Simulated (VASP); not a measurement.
# Pt (Im-3m) in VASP: single point with LDA

Aim: the single point of Pt with LDA.

Program: VASP 6.6.1. These are calculated values, not measurements. Logs are shortened: lines on timing, memory, paths and dates and some standing lists are left out, and cuts for length are marked.

## (1) The cell of the first run

The structure is cubic, space group Im-3m (No. 229). The conventional cell has a = 3.104 Å, b = 3.104 Å, c = 3.104 Å, α = 90.00°, β = 90.00°, γ = 90.00°. Pt (site symmetry m-3m) has 14 Pt at 2.69 to 3.10 Å within 3.5 Å.

This isn't the form of Pt at room conditions, which is fcc.

## (2) Single point, LDA, non-collinear spin, zero start, spin-orbit coupling

INCAR

```
SYSTEM = Pt
PREC = Accurate
ENCUT = 570
EDIFF = 1E-6
ISMEAR = -1
SIGMA = 0.05
LREAL = .False.
LASPH = .True.
NELM = 200
ALGO = Normal
ISIF = 2
LWAVE = .False.
LCHARG = .False.
LNONCOLLINEAR = .True.
MAGMOM = 0 0 0
LORBIT = 11
LSORBIT = .True.
GGA_COMPAT = .False.
LORBMOM = .True.
LMAXMIX = 4
NBANDS = 29
```

KPOINTS

```
regular mesh
0
Gamma
  19 19 19
  0 0 0
```

POSCAR

```
Pt
1.0
   -1.5519159796      1.5519159796      1.5519159796
    1.5519159796     -1.5519159796      1.5519159796
    1.5519159796      1.5519159796     -1.5519159796
Pt
1
Direct
    0.0000000000      0.0000000000      0.0000000000
```

Potentials or basis: VASP PAW LDA potentials, release 64 (Pt_sv_GW).

The run is started by

```sh
$ cat potpaw_LDA.64/Pt_sv_GW/POTCAR > POTCAR
$ mpirun -np 1 vasp_ncl > vasp.out
```

OUTCAR:

```text
SYSTEM = Pt
   PREC = Accurate
   ENCUT = 570
   EDIFF = 1E-6
   ISMEAR = -1
   LREAL = .False.
   LASPH = .True.
   NELM = 200
   ISIF = 2
   LNONCOLLINEAR = .True.
   LORBIT = 11
   LSORBIT = .True.

 ion  position               nearest neighbor table
   1  0.000  0.000  0.000-

  LATTYP: Found a body centered cubic cell.
 ALAT       =     3.1038319592

  Lattice vectors:

 A1 = (  -1.5519159796,   1.5519159796,   1.5519159796)
 A2 = (   1.5519159796,  -1.5519159796,   1.5519159796)
 A3 = (   1.5519159796,   1.5519159796,  -1.5519159796)

Analysis of symmetry for initial positions (statically):
=====================================================================
 Subroutine PRICEL returns:
 Original cell was already a primitive cell.

 Routine SETGRP: Setting up the symmetry group for a
 body centered cubic supercell.

 Subroutine GETGRP returns: Found 48 space group operations
 (whereof 48 operations were pure point group operations)
 out of a pool of 48 trial point group operations.

The static configuration has the point symmetry O_h .

Analysis of symmetry for dynamics (positions and initial velocities):
=====================================================================
 Subroutine PRICEL returns:
 Original cell was already a primitive cell.

 Routine SETGRP: Setting up the symmetry group for a
 body centered cubic supercell.

 Subroutine GETGRP returns: Found 48 space group operations
 (whereof 48 operations were pure point group operations)
 out of a pool of 48 trial point group operations.

The dynamic configuration has the point symmetry O_h .

Analysis of structural, dynamic, and magnetic symmetry:
=====================================================================
 Subroutine PRICEL returns:
 Original cell was already a primitive cell.

 Routine SETGRP: Setting up the symmetry group for a
 body centered cubic supercell.

 Subroutine GETGRP returns: Found 48 space group operations
 (whereof 48 operations were pure point group operations)
 out of a pool of 48 trial point group operations.

The overall configuration has the point symmetry O_h .

 Subroutine INISYM returns: Found 48 space group operations
 (whereof 48 operations are pure point group operations),
 and found     1 'primitive' translations

----------------------------------------------------------------------------------------

                                     Primitive cell

  volume of cell :      14.9508

  direct lattice vectors                    reciprocal lattice vectors
    -1.551915980  1.551915980  1.551915980     0.000000000  0.322182390  0.322182390
     1.551915980 -1.551915980  1.551915980     0.322182390  0.000000000  0.322182390
     1.551915980  1.551915980 -1.551915980     0.322182390  0.322182390  0.000000000

  length of vectors
     2.687997326  2.687997326  2.687997326     0.455634706  0.455634706  0.455634706

  position of ions in fractional coordinates (direct lattice)
     0.000000000  0.000000000  0.000000000

  ion indices of the primitive-cell ions
   primitive index   ion index
                 1           1

----------------------------------------------------------------------------------------

 KPOINTS: regular mesh

Automatic generation of k-mesh.
 Grid dimensions read from file:
 generate k-points for:   19   19   19

 Generating k-lattice:

  Cartesian coordinates                     Fractional coordinates (reciprocal lattice)
     0.000000000  0.016956968  0.016956968     0.052631579  0.000000000  0.000000000
     0.016956968  0.000000000  0.016956968     0.000000000  0.052631579  0.000000000
     0.016956968  0.016956968  0.000000000     0.000000000  0.000000000  0.052631579

  Length of vectors
     0.023980774  0.023980774  0.023980774

  Shift w.r.t. Gamma in fractional coordinates (k-lattice)
     0.000000000  0.000000000  0.000000000

 Subroutine IBZKPT returns following result:
 ===========================================

 Found    220 irreducible k-points:

 Following reciprocal coordinates:
            Coordinates               Weight
  0.000000  0.000000  0.000000      1.000000
  0.052632  0.000000  0.000000     12.000000
  0.105263  0.000000  0.000000     12.000000
  0.157895  0.000000  0.000000     12.000000
  0.210526  0.000000  0.000000     12.000000
  0.263158  0.000000  0.000000     12.000000
[... 16 lines left out ...]
  0.263158  0.105263  0.000000     48.000000
  0.315789  0.105263  0.000000     48.000000
 [... further k-points ...]
   k-points           NKPTS =    220   k-points in BZ     NKDIM =    220   number of bands    NBANDS=     29
   number of dos      NEDOS =    301   number of ions     NIONS =      1
   total plane-waves  NPLWV =  13824
   dimension x,y,z NGX =    24 NGY =   24 NGZ =   24
   dimension x,y,z NGXF=    48 NGYF=   48 NGZF=   48
   ions per type =               1
   NGX,Y,Z   is equivalent  to a cutoff of  14.84, 14.84, 14.84 a.u.
   NGXF,Y,Z  is equivalent  to a cutoff of  29.69, 29.69, 29.69 a.u.
 SYSTEM =  Pt
   PREC   = accura    normal or accurate (medium, high low for compatibility)
   ISTART =      0    job   : 0-new  1-cont  2-samecut
   ICHARG =      2    charge: 1-file 2-atom 10-const
   ISPIN  =      1    spin polarized calculation?
   LNONCOLLINEAR =      T non collinear calculations
   LSORBIT =      T    spin-orbit coupling
   LASPH  =      T    aspherical Exc in radial PAW
   ENCUT  =  570.0 eV  41.89 Ry    6.47 a.u.   5.23  5.23  5.23*2*pi/ulx,y,z
   NELM   =    200;   NELMIN=  2; NELMDL= -5     # of ELM steps
   EDIFF  = 0.1E-05   stopping-criterion for ELM
   LREAL  =      F    real-space projection
   EDIFFG = 0.1E-04   stopping-criterion for IOM
   NSW    =      0    number of steps for IOM
   IBRION =     -1    ionic relax: 0-MD 1-quasi-New 2-CG
   NFREE  =      0    steps in history (QN), initial steepest desc. (CG)
   ISIF   =      2    stress and relaxation
   ISYM   =      2    0-nonsym 1-usesym 2-fastsym
   POTIM  = 0.5000    time-step for ionic-motion
   TEBEG  =    0.0;   TEEND  =   0.0 temperature during run
   PSTRESS=    0.0 pullay stress
   NELECT =      18.0000    total number of electrons
   NUPDOWN=      -1.0000    fix difference up-down
   EMIN   =  10.00;   EMAX   =-10.00  energy-range for DOS
   EFERMI =   0.00;   METHOD = LEGACY
   ISMEAR =    -1;   SIGMA  =   0.05  broadening in eV -4-tet -1-fermi 0-gaus
   EFERMI_NEDOS =   21; number of points for ismear=-14 and -15
   IALGO  =     38    algorithm
   IMIX   =      4    mixing-type and parameters
     AMIX     =   0.40;   BMIX     =  1.00
     AMIX_MAG =   1.60;   BMIX_MAG =  1.00
  volume/ion in A,a.u.               =      14.95       100.89
  Fermi-wavevector in a.u.,A,eV,Ry     =   1.741583  3.291114 41.267976  3.033111
  Thomas-Fermi vector in A             =   2.814012
   LORBIT       =     11    0 simple, 1 ext, 2 COOP (PROOUT), +10 PAW based schemes
   GGA     = CA    functional components
   LHFCALC =     F    Hartree Fock is set to
   AEXX    =    0.0000 exact exchange contribution
   IVDW    =     0    specifies the selected vdW correction
   LEPSILON=     F    determine dielectric tensor
   LRPA    =     F    only Hartree local field effects (RPA)
  energy-cutoff  :      570.00
  volume of cell :       14.95
 maximum number of plane-waves:       956
 NGX is ok and might be reduce to    24
   NGX = 11   NGY = 11   NGZ = 11

 number of electron      17.9999999 magnetization       0.0000000     -0.0000000     -0.0000000

 number of electron      17.9999999 magnetization      -0.0000000      0.0000000      0.0000000

 number of electron      17.9999999 magnetization      -0.0000000     -0.0000000     -0.0000000

 number of electron      17.9999999 magnetization       0.0000000      0.0000000      0.0000000

 Free energy of the ion-electron system (eV)
  ---------------------------------------------------
  ext. energy  EPLUGINS =         0.00000000
  ---------------------------------------------------
  free energy    TOTEN  =        -9.45823020 eV

  energy without entropy =       -9.44870670  energy(sigma->0) =       -9.45346845

 E-fermi :  10.4631     XC(G=0): -14.4252

 val. band max:       10.4624512828   @ k =  -0.4211  -0.4211   0.1579
 cond. band min:      10.4764973645   @ k =  -0.4211   0.4211   0.0526
 fundamental gap:      0.0140460817
 Fermi energy:        10.4631491922

 k-point     1 :       0.0000    0.0000    0.0000
  band No.  band energies     occupation
      1     -87.6539      1.00000
      2     -87.6539      1.00000
      3     -51.1798      1.00000
      4     -51.1798      1.00000
      5     -37.6070      1.00000
      6     -37.6070      1.00000
[... 21 lines left out ...]
     28      36.3797      0.00000
     29      38.2873      0.00000

 k-point     2 :       0.0526    0.0000    0.0000
  band No.  band energies     occupation
      1     -87.6524      1.00000
      2     -87.6524      1.00000
      3     -51.1825      1.00000
      4     -51.1825      1.00000
      5     -37.6206      1.00000
      6     -37.6206      1.00000
[... 21 lines left out ...]
     28      35.3678      0.00000
     29      37.2879      0.00000

 k-point     3 :       0.1053    0.0000    0.0000
  band No.  band energies     occupation
      1     -87.6496      1.00000
      2     -87.6496      1.00000
      3     -51.1926      1.00000
      4     -51.1926      1.00000
      5     -37.6608      1.00000
      6     -37.6608      1.00000
[... 638 lines left out ...]
      5     -37.9647      1.00000
      6     -37.9647      1.00000
[... 21 lines left out ...]
     28      31.9616      0.00000
     29      35.7190      0.00000

 k-point    24 :       0.3158    0.1053    0.0000
  band No.  band energies     occupation
      1     -87.6204      1.00000
      2     -87.6204      1.00000
      3     -51.2897      1.00000
      4     -51.2897      1.00000
      5     -38.0248      1.00000
      6     -38.0248      1.00000
[... 21 lines left out ...]
     28      33.1704      0.00000
     29      35.8812      0.00000

 [... further k-points ...]

------------------------ aborting loop because EDIFF is reached ----------------------------------------

  FORCE on cell =-STRESS in cart. coord.  units (eV):
  Direction    XX          YY          ZZ          XY          YZ          ZX
  --------------------------------------------------------------------------------------
  -------------------------------------------------------------------------------------
  Total        0.0557133      0.0557133      0.0557133      0.0000000      0.0000000     -0.0000000
  in kB        5.9704154      5.9704154      5.9704154      0.0000000      0.0000000     -0.0000000
  external PRESSURE =       5.9704154 kB  Pullay stress =       0.0000000 kB

 VOLUME and BASIS-vectors are now :
 -----------------------------------------------------------------------------
  energy-cutoff  :      570.00
  volume of cell :       14.95
      direct lattice vectors                 reciprocal lattice vectors
    -1.551915980  1.551915980  1.551915980     0.000000000  0.322182390  0.322182390
     1.551915980 -1.551915980  1.551915980     0.322182390  0.000000000  0.322182390
     1.551915980  1.551915980 -1.551915980     0.322182390  0.322182390  0.000000000

 POSITION                                       TOTAL-FORCE (eV/Angst)
 -----------------------------------------------------------------------------------
      0.00000      0.00000      0.00000        -0.000000      0.000000     -0.000000
 -----------------------------------------------------------------------------------
    total drift:                                0.000000      0.000000      0.000000

  FREE ENERGIE OF THE ION-ELECTRON SYSTEM (eV)
  ---------------------------------------------------
  free  energy   TOTEN  =        -9.4582302049 eV

  energy  without entropy=       -9.4487066992  energy(sigma->0) =       -9.45346845

 orbital moment (x)

 # of ion     p       d       f       tot
 ------------------------------------------------
  1         0.000  -0.000  -0.000  -0.000
 ------------------------------------------------
            0.000  -0.000  -0.000  -0.000

 orbital moment (y)

 # of ion     p       d       f       tot
 ------------------------------------------------
  1         0.000   0.000   0.000   0.000
 ------------------------------------------------
            0.000   0.000   0.000   0.000

 orbital moment (z)

 # of ion     p       d       f       tot
 ------------------------------------------------
  1         0.000   0.000   0.000   0.000
 ------------------------------------------------
            0.000   0.000   0.000   0.000

 Spin-Orbit-Coupling matrix elements

 Ion:    1  E_soc:     -4.4657367
 l=   1
     0.0000000    -0.6451958    -0.6451958
    -0.6451958     0.0000000    -0.6451958
    -0.6451958    -0.6451958     0.0000000
 l=   2
     0.0000000    -0.0189929     0.0000000    -0.0189929    -0.0800898
    -0.0189929     0.0000000    -0.0600674    -0.0189929    -0.0200225
     0.0000000    -0.0600674     0.0000000    -0.0600674     0.0000000
    -0.0189929    -0.0189929    -0.0600674     0.0000000    -0.0200225
    -0.0800898    -0.0200225     0.0000000    -0.0200225     0.0000000
 l=   3
     0.0000000    -0.0000009     0.0000000     0.0000000     0.0000000    -0.0000025    -0.0000064
    -0.0000009     0.0000000    -0.0000014     0.0000000    -0.0000014    -0.0000023    -0.0000009
     0.0000000    -0.0000014     0.0000000    -0.0000051    -0.0000022    -0.0000010     0.0000000
     0.0000000     0.0000000    -0.0000051     0.0000000    -0.0000051     0.0000000     0.0000000
     0.0000000    -0.0000014    -0.0000022    -0.0000051     0.0000000    -0.0000010     0.0000000
    -0.0000025    -0.0000023    -0.0000010     0.0000000    -0.0000010     0.0000000    -0.0000025
    -0.0000064    -0.0000009     0.0000000     0.0000000     0.0000000    -0.0000025     0.0000000

 total charge

# of ion       s       p       d       f       tot
--------------------------------------------------
    1        4.236   6.105   7.868   0.024  18.232

 magnetization (x)

# of ion       s       p       d       f       tot
--------------------------------------------------
    1       -0.000   0.000  -0.000   0.000  -0.000

 magnetization (y)

# of ion       s       p       d       f       tot
--------------------------------------------------
    1        0.000   0.000   0.000  -0.000   0.000

 magnetization (z)

# of ion       s       p       d       f       tot
--------------------------------------------------
    1       -0.000  -0.000  -0.000  -0.000  -0.000
```

It took 2.1 min on 1 thread of Intel Xeon Platinum 8488C (Sapphire Rapids), shared host; peak memory 0.29 GiB.

Results:

* Free energy: -9.4582 eV
* Pressure: 0.6 GPa
* Net moment: 0.00 μB per cell

Moments on the atoms (μB; x, y, z):
```
Pt  0.00 0.00 0.00
```
